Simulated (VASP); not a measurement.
## LiCl: electric field gradients with PBE

Crystal: LiCl.

```
Li Cl
1.0
     0.00000    2.61506    2.61506
     2.61506    0.00000    2.61506
     2.61506    2.61506    0.00000
Li Cl
1 1
Direct
  0.00000 0.00000 0.00000
  0.50000 0.50000 0.50000
```

This cell differs from its parent crystal: volume scaled by 1.06.

```yaml
Program: VASP 6.6.1
Task: electric field gradients
Functional: PBE
Potentials_or_basis: VASP PAW PBE potentials, release 64 (Li_sv, Cl)
Cutoff: 520 eV
k_mesh: 9 × 9 × 9
Occupations: fermi-dirac, width 0.03 eV
Spin: no spin polarisation
Dipole_correction: no
Further_INCAR_settings: ALGO = Normal; EDIFF = 1e-08; NBANDS = 12
```

* Band gap on the k mesh: 6.02 eV, direct

Levels at points of the mesh, in eV from the valence-band top:
```tsv
k point	band 1	band 2	band 3	band 4	band 5	band 6	band 7	band 8	band 9	band 10
(0.00, 0.00, 0.00)	-43.63	-13.20	0.00	0.00	0.00	6.02	11.88	11.88	11.88	14.18
```

Run time: 15 s on 1 thread of AMD EPYC 7R13 Processor (Zen 3), with other jobs on the host, peak memory 0.12 GiB.

Caveat: without QUAD_EFG the Cq values of the log hold for a quadrupole moment of 1 mb, not for the nuclei. A k mesh can miss the band edges.
